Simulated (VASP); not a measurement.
# Nb4H in VASP: further runs

Nb4H is run at these levels: LDA; tasks: single point.

Everything below comes from runs of VASP 6.6.1. Logs are shortened: lines on timing, memory, paths and dates and some standing lists are left out, and cuts for length are marked.

**1. The cell of the first run**

The cell holds a slab with vacuum, 5 atoms: a = 2.927 Å, b = 4.139 Å, c = 21.258 Å, α = 90.00°, β = 90.00°, γ = 90.00°.

**2. Single point, LDA**

The input, INCAR:

```
SYSTEM = Nb4H
ALGO     = Normal         ! electronic algorithm
DIPOL    = 0.5 0.5 0.325
EDIFF    = 1E-7           ! SCF threshold, eV
ENCUT    = 520            ! plane-wave cutoff, eV
IDIPOL   = 3            
ISIF     = 2              ! what is computed and relaxed
ISMEAR   = 0              ! smearing method
LASPH    = .True.         ! aspherical terms in the spheres
LCHARG   = .False.        ! write CHGCAR
LDIPOL   = .True.       
LREAL    = .False.        ! projectors in reciprocal space
LWAVE    = .False.        ! write WAVECAR
NBANDS   = 34             ! bands
NELM     = 100            ! most SCF steps
PREC     = Accurate       ! precision mode
SIGMA    = 0.1            ! smearing width, eV
```

The input, KPOINTS:

```
k-points
0
Gamma
  9 7 1
  0 0 0
```

The input, POSCAR:

```
Nb4H
1.0
    2.9270177669      0.0000000000      0.0000000000
    0.0000000000      4.1394282232      0.0000000000
    0.0000000000      0.0000000000     21.2576690685
Nb H
4 1
Direct
    0.5000000000      0.5000000000      0.1881673850
    0.0000000000      0.0000000000      0.2570135449
    0.5000000000      0.5000000000      0.3306382692
    0.0000000000      0.0000000000      0.3884559987
    0.0000000000      0.1666666667      0.4594891866
```

Potentials or basis: VASP PAW LDA potentials, release 64 (Nb_sv, H).

Launch:

```bash
$ cat potpaw_LDA.64/Nb_sv/POTCAR potpaw_LDA.64/H/POTCAR > POTCAR
$ mpirun -np 1 vasp_std > vasp.out
```

OUTCAR:

```text
SYSTEM = Nb4H
   EDIFF = 1E-7
   ENCUT = 520
   ISIF = 2
   ISMEAR = 0
   LASPH = .True.
   LREAL = .False.
   NELM = 100
   PREC = Accurate

 ion  position               nearest neighbor table
   1  0.500  0.500  0.188-   2 2.93   2 2.93   2 2.93   2 2.93   3 3.03
   2  0.000  0.000  0.257-   4 2.79   1 2.93   1 2.93   1 2.93   1 2.93   3 2.98   3 2.98   3 2.98
                             3 2.98
   3  0.500  0.500  0.331-   4 2.82   4 2.82   4 2.82   4 2.82   2 2.98   2 2.98   2 2.98   2 2.98
                             1 3.03
   4  0.000  0.000  0.388-   5 1.66   2 2.79   3 2.82   3 2.82   3 2.82   3 2.82
   5  0.000  0.167  0.459-   4 1.66

  LATTYP: Found a simple orthorhombic cell.
 ALAT       =     2.9270177669
 B/A-ratio  =     1.4142135624
 C/A-ratio  =     7.2625691955

  Lattice vectors:

 A1 = (   2.9270177669,   0.0000000000,   0.0000000000)
 A2 = (   0.0000000000,   4.1394282232,   0.0000000000)
 A3 = (   0.0000000000,   0.0000000000,  21.2576690685)

Analysis of symmetry for initial positions (statically):
=====================================================================
 Subroutine PRICEL returns:
 Original cell was already a primitive cell.

 Routine SETGRP: Setting up the symmetry group for a
 simple orthorhombic supercell.

 Subroutine GETGRP returns: Found  2 space group operations
 (whereof  2 operations were pure point group operations)
 out of a pool of  8 trial point group operations.

The static configuration has the point symmetry C_1h.

Analysis of symmetry for dynamics (positions and initial velocities):
=====================================================================
 Subroutine PRICEL returns:
 Original cell was already a primitive cell.

 Routine SETGRP: Setting up the symmetry group for a
 simple orthorhombic supercell.

 Subroutine GETGRP returns: Found  2 space group operations
 (whereof  2 operations were pure point group operations)
 out of a pool of  8 trial point group operations.

The dynamic configuration has the point symmetry C_1h.

 Subroutine INISYM returns: Found  2 space group operations
 (whereof  2 operations are pure point group operations),
 and found     1 'primitive' translations

----------------------------------------------------------------------------------------

                                     Primitive cell

  volume of cell :     257.5617

  direct lattice vectors                    reciprocal lattice vectors
     2.927017767  0.000000000  0.000000000     0.341644663  0.000000000  0.000000000
     0.000000000  4.139428223  0.000000000     0.000000000  0.241579258  0.000000000
[... 99 lines left out ...]
   EMIN   =  10.00;   EMAX   =-10.00  energy-range for DOS
   EFERMI =   0.00;   METHOD = LEGACY
   ISMEAR =     0;   SIGMA  =   0.10  broadening in eV -4-tet -1-fermi 0-gaus
   EFERMI_NEDOS =   21; number of points for ismear=-14 and -15
   IALGO  =     38    algorithm
   IMIX   =      4    mixing-type and parameters
     AMIX     =   0.40;   BMIX     =  1.00
     AMIX_MAG =   1.60;   BMIX_MAG =  1.00
  volume/ion in A,a.u.               =      51.51       347.62
  Fermi-wavevector in a.u.,A,eV,Ry     =   0.966510  1.826439 12.709767  0.934142
  Thomas-Fermi vector in A             =   2.096318
   LORBIT       =      0    0 simple, 1 ext, 2 COOP (PROOUT), +10 PAW based schemes
   GGA     = CA    functional components
   LHFCALC =     F    Hartree Fock is set to
   AEXX    =    0.0000 exact exchange contribution
   IVDW    =     0    specifies the selected vdW correction
   LEPSILON=     F    determine dielectric tensor
   LRPA    =     F    only Hartree local field effects (RPA)
 non-spin polarized calculation
 Gauss-broadening in eV      SIGMA  =   0.10
  energy-cutoff  :      520.00
  volume of cell :      257.56
 maximum number of plane-waves:      6993
 NGX is ok and might be reduce to    24
   NGX = 11   NGY = 15   NGZ = 79

 dipolmoment           0.000000      0.000000     -0.159895 electrons x Angstroem

 number of electron      52.9999998 magnetization

 dipolmoment           0.000000      0.000000      0.127241 electrons x Angstroem

 Free energy of the ion-electron system (eV)
  ---------------------------------------------------
  ext. energy  EPLUGINS =         0.00000000
  ---------------------------------------------------
  free energy    TOTEN  =       -42.84692081 eV

  energy without entropy =      -42.81811803  energy(sigma->0) =      -42.83251942

 E-fermi :  -0.1910     XC(G=0):  -4.7287

 val. band max:       -0.2018985985   @ k =   0.4444   0.0000   0.0000
 cond. band min:      -0.1821905530   @ k =   0.2222   0.1429   0.0000
 fundamental gap:      0.0197080455
 Fermi energy:        -0.1909611778

 k-point     1 :       0.0000    0.0000    0.0000
  band No.  band energies     occupation
      1     -54.7981      2.00000
      2     -54.5603      2.00000
      3     -54.4246      2.00000
      4     -54.2504      2.00000
      5     -31.3493      2.00000
      6     -31.1661      2.00000
[... 729 lines left out ...]
     33       2.1313      0.00000
     34       2.4751      0.00000

------------------------ aborting loop because EDIFF is reached ----------------------------------------

 vacuum level on the upper side and lower side of the slab       (xc-potential included)         0.916        -1.004

  FORCE on cell =-STRESS in cart. coord.  units (eV):
  Direction    XX          YY          ZZ          XY          YZ          ZX
  --------------------------------------------------------------------------------------
  -------------------------------------------------------------------------------------
  Total       -7.0738788     -5.2350269      1.2978369      0.0000000      1.7181922      0.0000000
  in kB      -44.0034615    -32.5647793      8.0732677      0.0000000     10.6881112      0.0000000
  external PRESSURE =     -22.8316577 kB  Pullay stress =       0.0000000 kB

 VOLUME and BASIS-vectors are now :
 -----------------------------------------------------------------------------
  energy-cutoff  :      520.00
  volume of cell :      257.56
      direct lattice vectors                 reciprocal lattice vectors
     2.927017767  0.000000000  0.000000000     0.341644663  0.000000000  0.000000000
     0.000000000  4.139428223  0.000000000     0.000000000  0.241579258  0.000000000
     0.000000000  0.000000000 21.257669069     0.000000000  0.000000000  0.047041846

 POSITION                                       TOTAL-FORCE (eV/Angst)
 -----------------------------------------------------------------------------------
      1.46351      2.06971      4.00000         0.000000      0.049525      1.291775
      0.00000      0.00000      5.46351         0.000000     -0.063430     -1.414829
      1.46351      2.06971      7.02860         0.000000     -0.715132     -0.135854
      0.00000      0.00000      8.25767         0.000000      0.150671     -1.554217
      0.00000      0.68990      9.76767         0.000000      0.578367      1.813125
 -----------------------------------------------------------------------------------
    total drift:                                0.000000     -0.000006     -0.000077

  FREE ENERGIE OF THE ION-ELECTRON SYSTEM (eV)
  ---------------------------------------------------
  free  energy   TOTEN  =       -42.8469208085 eV

  energy  without entropy=      -42.8181180281  energy(sigma->0) =      -42.83251942

 vacuum level on the upper side and lower side of the slab         5.532         3.601
```

It took 2.8 min on 1 thread of Intel Xeon 6975P-C (Granite Rapids), shared host; peak memory 0.35 GiB.

Results:

| Item | Value |
| --- | --- |
| Free energy | -42.8469 eV |
| Largest force | 1.903 eV/Å |

Forces on the atoms (eV/Å):
```
Nb   0.000  0.050  1.292
Nb   0.000 -0.063 -1.415
Nb   0.000 -0.715 -0.136
Nb   0.000  0.151 -1.554
H    0.000  0.578  1.813
```

Levels at points of the mesh, in eV from the Fermi level:
```
           k point  band 24  band 25  band 26  band 27  band 28  band 29
(0.00, 0.00, 0.00)    -0.93    -0.46    -0.29     0.29     0.36     0.47
```

**3. Single point, LDA**

The input, INCAR:

```
PREC = Accurate
ENCUT = 520
EDIFF = 1E-6
ISMEAR = 0
SIGMA = 0.1
LREAL = F
LASPH = T
NELM = 100
ALGO = Normal
ISIF = 2
LWAVE = F
LCHARG = F
LDIPOL = T
IDIPOL = 3
DIPOL = 0.5 0.5 0.334
GGA = CA
NBANDS = 34
```

The input, KPOINTS:

```
Automatic mesh
0
Gamma
  9 7 1
```

Changes to POSCAR since step 2:

```diff
@@ -12,2 +12,2 @@
     0.0000000000      0.0000000000      0.3884559987
-    0.0000000000      0.1666666667      0.4594891866
+    0.0000000000      0.1666666667      0.5065310328
```

Potentials or basis: VASP PAW LDA potentials, release 64 (Nb_sv, H).

Launch:

```bash
$ cat potpaw_LDA.64/Nb_sv/POTCAR potpaw_LDA.64/H/POTCAR > POTCAR
$ mpirun -np 1 vasp_std > vasp.out
```

Run time: 3.1 min. Hardware: 1 thread of Intel Xeon 6975P-C (Granite Rapids), shared host; peak memory 0.34 GiB.

Results (log left out):

```
Free energy   : -41.8375 eV
Largest force : 1.923 eV/Å
```

Forces in eV/Å, atoms in the order of the input:
```
Nb   0.000  0.034  1.353
Nb   0.000 -0.052 -1.335
Nb   0.000 -0.279 -0.159
Nb   0.000  0.758  1.767
H    0.000 -0.461 -1.627
```

Levels at points of the mesh, in eV from the Fermi level:
```
           k point  band 24  band 25  band 26  band 27  band 28  band 29
(0.00, 0.00, 0.00)    -0.94    -0.46    -0.28     0.31     0.36     0.41
```

**4. Single point, LDA**

The input, INCAR:

```
  ALGO = Normal
  DIPOL = 0.5 0.5 0.345
  EDIFF = 1E-6
  ENCUT = 520
  GGA = CA
  IDIPOL = 3
  ISIF = 2
  ISMEAR = 0
  LASPH = True
  LCHARG = False
  LDIPOL = True
  LREAL = False
  LWAVE = False
  NBANDS = 34
  NELM = 60
  PREC = Accurate
  SIGMA = 0.1
```

The input, KPOINTS:

```
k-points
0
Gamma
  9 7 1
```

Changes to POSCAR since step 3:

```diff
@@ -12,2 +12,2 @@
     0.0000000000      0.0000000000      0.3884559987
-    0.0000000000      0.1666666667      0.5065310328
+    0.0000000000      0.1666666667      0.5629812483
```

Potentials or basis: VASP PAW LDA potentials, release 64 (Nb_sv, H).

Launch:

```bash
$ cat potpaw_LDA.64/Nb_sv/POTCAR potpaw_LDA.64/H/POTCAR > POTCAR
$ mpirun -np 1 vasp_std > vasp.out
```

OUTCAR:

```text
EDIFF = 1E-6
   ENCUT = 520
   GGA = CA
   ISIF = 2
   ISMEAR = 0
   LASPH = True
   LREAL = False
   NELM = 60
   PREC = Accurate

 ion  position               nearest neighbor table
   1  0.500  0.500  0.188-   2 2.93   2 2.93   2 2.93   2 2.93   3 3.03
   2  0.000  0.000  0.257-   4 2.79   1 2.93   1 2.93   1 2.93   1 2.93   3 2.98   3 2.98   3 2.98
                             3 2.98
   3  0.500  0.500  0.331-   4 2.82   4 2.82   4 2.82   4 2.82   2 2.98   2 2.98   2 2.98   2 2.98
                             1 3.03
   4  0.000  0.000  0.388-   2 2.79   3 2.82   3 2.82   3 2.82   3 2.82
   5  0.000  0.167  0.563-

  LATTYP: Found a simple orthorhombic cell.
[... 945 lines left out ...]
  Total       -7.8179432     -6.8626406     -3.5095682      0.0000000     -0.2414714      0.0000000
  in kB      -48.6319556    -42.6894422    -21.8314663      0.0000000     -1.5020863      0.0000000
  external PRESSURE =     -37.7176214 kB  Pullay stress =       0.0000000 kB

 VOLUME and BASIS-vectors are now :
 -----------------------------------------------------------------------------
  energy-cutoff  :      520.00
  volume of cell :      257.56
      direct lattice vectors                 reciprocal lattice vectors
     2.927017767  0.000000000  0.000000000     0.341644663  0.000000000  0.000000000
     0.000000000  4.139428223  0.000000000     0.000000000  0.241579258  0.000000000
     0.000000000  0.000000000 21.257669069     0.000000000  0.000000000  0.047041846

 POSITION                                       TOTAL-FORCE (eV/Angst)
 -----------------------------------------------------------------------------------
      1.46351      2.06971      4.00000         0.000000      0.006315      1.414764
      0.00000      0.00000      5.46351         0.000000     -0.002800     -1.480973
      1.46351      2.06971      7.02860         0.000000     -0.043678     -0.128255
      0.00000      0.00000      8.25767         0.000000      0.114570      0.660968
      0.00000      0.68990     11.96767         0.000000     -0.074408     -0.466503
 -----------------------------------------------------------------------------------
    total drift:                                0.000000     -0.000000     -0.000723

  FREE ENERGIE OF THE ION-ELECTRON SYSTEM (eV)
  ---------------------------------------------------
  free  energy   TOTEN  =       -40.6479944786 eV

  energy  without entropy=      -40.6203096674  energy(sigma->0) =      -40.63415207

 vacuum level on the upper side and lower side of the slab         5.981         3.331
```

OSZICAR:

```text
N       E                     dE             d eps       ncg     rms          rms(c)
DAV:   1     0.560841461861E+03    0.56084E+03   -0.28401E+04  1728   0.136E+03
DAV:   2     0.142195897350E+02   -0.54662E+03   -0.53337E+03  1910   0.585E+02
DAV:   3    -0.400270841047E+02   -0.54247E+02   -0.53211E+02  2344   0.122E+02
DAV:   4    -0.445293223262E+02   -0.45022E+01   -0.44315E+01  2368   0.353E+01
[... 18 lines left out ...]
DAV:  23    -0.406479875195E+02   -0.70507E-05   -0.41813E-06  1480   0.115E-02    0.207E-03
DAV:  24    -0.406479916493E+02   -0.41297E-05   -0.10088E-06  1240   0.701E-03    0.109E-03
DAV:  25    -0.406479926778E+02   -0.10285E-05   -0.21101E-07   976   0.520E-03    0.768E-04
DAV:  26    -0.406479938351E+02   -0.11573E-05   -0.16028E-07   968   0.402E-03    0.444E-04
DAV:  27    -0.406479944786E+02   -0.64354E-06   -0.11749E-07   920   0.356E-03
   1 F= -.40647994E+02 E0= -.40634152E+02  d E =-.276848E-01
```

Run time: 2.9 min. Hardware: 1 thread of Intel Xeon 6975P-C (Granite Rapids), shared host; peak memory 0.34 GiB.

What came out:

```yaml
Free_energy: -40.6480 eV
Largest_force: 1.481 eV/Å
```

Forces in eV/Å, atoms in the order of the input:
```
Nb   0.000  0.006  1.415
Nb   0.000 -0.003 -1.481
Nb   0.000 -0.044 -0.128
Nb   0.000  0.115  0.661
H    0.000 -0.074 -0.467
```

(Continued in part 2 of 2.)
